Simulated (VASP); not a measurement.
RePb2:

```
CELL_PARAMETERS angstrom
-1.95533 1.95533 4.79667
1.95533 -1.95533 4.79667
1.95533 1.95533 -4.79667
ATOMIC_POSITIONS crystal
Re 0.00000 0.00000 0.00000
Pb 0.66500 0.66500 0.00000
Pb 0.33500 0.33500 0.00000
```

- Program: VASP 6.6.1
- Task: relaxation of cell and atoms
- Functional: PBE
- Potentials or basis: VASP PAW PBE potentials, release 64 (Re_sv_GW, Pb_d)
- Cutoff: 560 eV
- k mesh: 6 × 6 × 6
- Occupations: gaussian, width 0.1 eV
- Spin: no spin polarisation

At the start: pressure -7.1 GPa; volume 24.45 Å³/atom.

Where does the relaxation end?

Over 20 steps the energy falls by 244.3 meV/atom and the volume is 23.85 Å³/atom (-2.4 %); space group I4/mmm (No. 139, to 0.1 Å) before and after.

The path:
```
step  energy change (eV)  largest force (eV/Å)  pressure (GPa)  volume (Å³)
   1              0.0000                0.8633           -7.06        73.36
   2             -0.1089                0.4070            8.43        62.49
   3             -0.1948                0.6475            0.98        66.46
   4             -0.2633                0.4098            0.96        66.44
   5             -0.3879                0.4709            3.09        66.18
   6              0.0940                3.3208           17.02        64.83
   7             -0.3648                1.0961            4.72        66.06
   8             -0.3865                1.0637            4.37        66.41
   9             -0.4375                0.9761            3.53        67.43
  10             -0.5045                0.8683            2.67        69.34
  11             -0.5657                0.7495            2.69        72.65
  12             -0.5618                0.9294            3.09        73.98
  13             -0.4258                1.3161            3.68        76.23
  14             -0.5465                1.0254            3.45        74.26
  15             -0.6029                0.5872            0.10        76.07
  16             -0.6096                0.3925           -1.38        76.98
  17             -0.6304                0.3711           -1.26        76.41
  18             -0.6841                0.2945           -0.82        74.72
  19             -0.7329                0.0110            0.29        71.34
  20             -0.7330                0.0357            0.17        71.56
```

Final structure:
```xyz
3
Lattice="-1.6363 1.6363 6.6821 1.6363 -1.6363 6.6821 1.6363 1.6363 -6.6821" Properties=species:S:1:pos:R:3 pbc="T T T"
Re    0.0000    0.0000    0.0000
Pb    0.0000    0.0000    8.5186
Pb    0.0000    0.0000    4.8456
```

Caveat: a cell axis changed by over 15 % at a fixed basis, so the end point is rough.
